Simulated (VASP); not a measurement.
# AlN (F-43m) in VASP: further runs, part 2 of 2

VASP 6.6.1. The steps go on from the part before.

### Step 3. Relaxation of cell and atoms, BLYP

INCAR reads:

```
  PREC = Accurate
  ENCUT = 600
  EDIFF = 1E-7
  ISMEAR = -1
  SIGMA = 0.05
  LREAL = False
  LASPH = True
  NELM = 60
  ALGO = Normal
  ISIF = 3
  LWAVE = False
  LCHARG = False
  GGA = B5
  ALDAX = 1.0
  AGGAX = 1.0
  AGGAC = 1.0
  ALDAC = 0.0
  IBRION = 2
  NSW = 60
  EDIFFG = -0.01
```

KPOINTS reads:

```
regular mesh
0
Gamma
  10 10 10
```

POSCAR reads:

```
AlN
1.0
    0.0000000000      2.1839935596      2.1839935596
    2.1839935596      0.0000000000      2.1839935596
    2.1839935596      2.1839935596      0.0000000000
Al N
1 1
Direct
    0.0000000000      0.0000000000      0.0000000000
    0.2500000000      0.2500000000      0.2500000000
```

Potentials or basis: VASP PAW PBE potentials, release 64 (Al, N).

Started as:

```console
cat potpaw_PBE.64/Al/POTCAR potpaw_PBE.64/N/POTCAR > POTCAR
mpirun -np 1 vasp_std > vasp.out
```

It took 41 s on 1 thread of AMD EPYC 7R13 (Zen 3), shared host; peak memory 0.13 GiB.

The run converged. Its results:

```
Free energy                            : -13.9014 eV
Relaxed volume                         : 10.85 Å³/atom
Relaxed cell                           : a = 3.131 Å, b = 3.131 Å, c = 3.131 Å, α = 60.00°, β = 60.00°, γ = 60.00°
Space group after relaxing (to 0.05 Å) : F-43m (No. 216)
Energy gained by relaxing              : 10.4 meV/atom
Ionic steps                            : 3
Pressure after relaxing                : 0.0 GPa
Band gap on the k mesh                 : 3.65 eV, indirect (least direct gap 4.12 eV)
```

Step by step:
```
step  energy change (eV)  largest force (eV/Å)  pressure (GPa)  volume (Å³)
   1              0.0000                0.0000            8.08        20.83
   2             -0.0060                0.0000           -6.03        22.46
   3             -0.0209                0.0000           -0.04        21.69
```

Final structure:
```
Al N
1.0
     0.00000    2.21362    2.21362
     2.21362    0.00000    2.21362
     2.21362    2.21362    0.00000
Al N
1 1
Cartesian
  0.0000 0.0000 0.0000
  1.1068 1.1068 1.1068
```

Levels at points of the mesh, in eV from the valence-band top:
```tsv
k point	band 2	band 3	band 4	band 5	band 6	band 7
(0.00, 0.00, 0.00)	0.00	0.00	0.00	4.12	12.22	12.22
(0.50, 0.00, 0.00)	-5.57	-0.47	-0.47	7.18	9.86	11.03
(0.50, 0.50, 0.00)	-4.71	-1.71	-1.71	3.65	8.53	13.50
```

Caveat: the PAW data sets were made with another functional, which shifts forces and pressure a little. A k mesh can miss the band edges.

### Step 4. Single point, PBE

INCAR reads:

```
ALGO = Normal
EDIFF = 1E-7
ENCUT = 520
GGA = PE
ISIF = 2
ISMEAR = 0
LASPH = True
LCHARG = False
LREAL = False
LWAVE = False
NBANDS = 11
NELM = 100
PREC = Accurate
SIGMA = 0.03
```

KPOINTS reads:

```
k-points
0
Gamma
  10 10 10
```

POSCAR is that of step 3.

Potentials or basis: VASP PAW PBE potentials, release 64 (Al, N).

Started as:

```console
cat potpaw_PBE.64/Al/POTCAR potpaw_PBE.64/N/POTCAR > POTCAR
mpirun -np 1 vasp_std > vasp.out
```

OUTCAR:

```text
EDIFF = 1E-7
   ENCUT = 520
   GGA = PE
   ISIF = 2
   ISMEAR = 0
   LASPH = True
   LREAL = False
   NELM = 100
   PREC = Accurate

 ion  position               nearest neighbor table
   1  0.000  0.000  0.000-   2 1.89   2 1.89   2 1.89   2 1.89
   2  0.250  0.250  0.250-   1 1.89   1 1.89   1 1.89   1 1.89

  LATTYP: Found a face centered cubic cell.
 ALAT       =     4.3679871192

  Lattice vectors:

 A1 = (   0.0000000000,   2.1839935596,   2.1839935596)
[... 522 lines left out ...]
------------------------ aborting loop because EDIFF is reached ----------------------------------------

  FORCE on cell =-STRESS in cart. coord.  units (eV):
  Direction    XX          YY          ZZ          XY          YZ          ZX
  --------------------------------------------------------------------------------------
  -------------------------------------------------------------------------------------
  Total        0.5980676      0.5980676      0.5980676      0.0000000      0.0000000      0.0000000
  in kB       45.9914173     45.9914173     45.9914173      0.0000000      0.0000000      0.0000000
  external PRESSURE =      45.9914173 kB  Pullay stress =       0.0000000 kB

 VOLUME and BASIS-vectors are now :
 -----------------------------------------------------------------------------
  energy-cutoff  :      520.00
  volume of cell :       20.83
      direct lattice vectors                 reciprocal lattice vectors
     0.000000000  2.183993560  2.183993560    -0.228938404  0.228938404  0.228938404
     2.183993560  0.000000000  2.183993560     0.228938404 -0.228938404  0.228938404
     2.183993560  2.183993560  0.000000000     0.228938404  0.228938404 -0.228938404

 POSITION                                       TOTAL-FORCE (eV/Angst)
 -----------------------------------------------------------------------------------
      0.00000      0.00000      0.00000        -0.000000     -0.000000     -0.000000
      1.09200      1.09200      1.09200         0.000000      0.000000      0.000000
 -----------------------------------------------------------------------------------
    total drift:                                0.000000      0.000000      0.000000

  FREE ENERGIE OF THE ION-ELECTRON SYSTEM (eV)
  ---------------------------------------------------
  free  energy   TOTEN  =       -14.8404491381 eV

  energy  without entropy=      -14.8404491381  energy(sigma->0) =      -14.84044914
```

OSZICAR:

```text
N       E                     dE             d eps       ncg     rms          rms(c)
DAV:   1     0.969759821331E+01    0.96976E+01   -0.38617E+03  1058   0.606E+02
DAV:   2    -0.163908708921E+02   -0.26088E+02   -0.25048E+02  1258   0.136E+02
DAV:   3    -0.172166114218E+02   -0.82574E+00   -0.82485E+00  1259   0.228E+01
DAV:   4    -0.172209001729E+02   -0.42888E-02   -0.42886E-02  1184   0.176E+00
DAV:   5    -0.172209509950E+02   -0.50822E-04   -0.50822E-04  1255   0.188E-01    0.863E+00
DAV:   6    -0.148505692202E+02    0.23704E+01   -0.11860E+01  1212   0.173E+01    0.283E+00
DAV:   7    -0.148469326355E+02    0.36366E-02   -0.17081E-01  1145   0.324E+00    0.206E+00
DAV:   8    -0.148418221649E+02    0.51105E-02   -0.28234E-02  1127   0.159E+00    0.583E-01
DAV:   9    -0.148403916740E+02    0.14305E-02   -0.40986E-03  1235   0.380E-01    0.233E-01
DAV:  10    -0.148404365331E+02   -0.44859E-04   -0.40463E-04  1124   0.130E-01    0.211E-02
DAV:  11    -0.148404492541E+02   -0.12721E-04   -0.12182E-05  1211   0.262E-02    0.159E-02
DAV:  12    -0.148404491538E+02    0.10030E-06   -0.38958E-07  1178   0.467E-03    0.145E-03
DAV:  13    -0.148404491381E+02    0.15707E-07   -0.16072E-07   880   0.216E-03
   1 F= -.14840449E+02 E0= -.14840449E+02  d E =-.366691E-15
```

It took 7.8 s on 1 thread of Intel Xeon Platinum 8375C at 2.90GHz (Ice Lake), shared host; peak memory 0.13 GiB.

Results:

```
Free energy            : -14.8404 eV
Pressure               : 4.6 GPa
Band gap on the k mesh : 3.32 eV, indirect (least direct gap 4.20 eV)
```

### Step 5. Overview

| task | level | cell | cutoff (eV) | smearing | gap on the mesh (eV) | pressure (GPa) |
| --- | --- | --- | --- | --- | --- | --- |
| single point | r2SCAN | as given | 520 | fermi-dirac 0.05 eV | 3.93 | -0.1 |
| relaxation of cell and atoms | BLYP | relaxed | 600 | fermi-dirac 0.05 eV | 3.65 | 0.0 |
| single point | PBE | as given | 520 | gaussian 0.03 eV | 3.32 | 4.6 |

Alike in all rows: potentials or basis VASP PAW PBE potentials, release 64 (Al, N); no spin polarisation; k mesh 10 × 10 × 10.

Caveats: the PAW data sets were made with another functional, which shifts forces and pressure a little (some runs).

Total energies depend on the potentials used, so only differences within one code and one set of settings carry meaning.
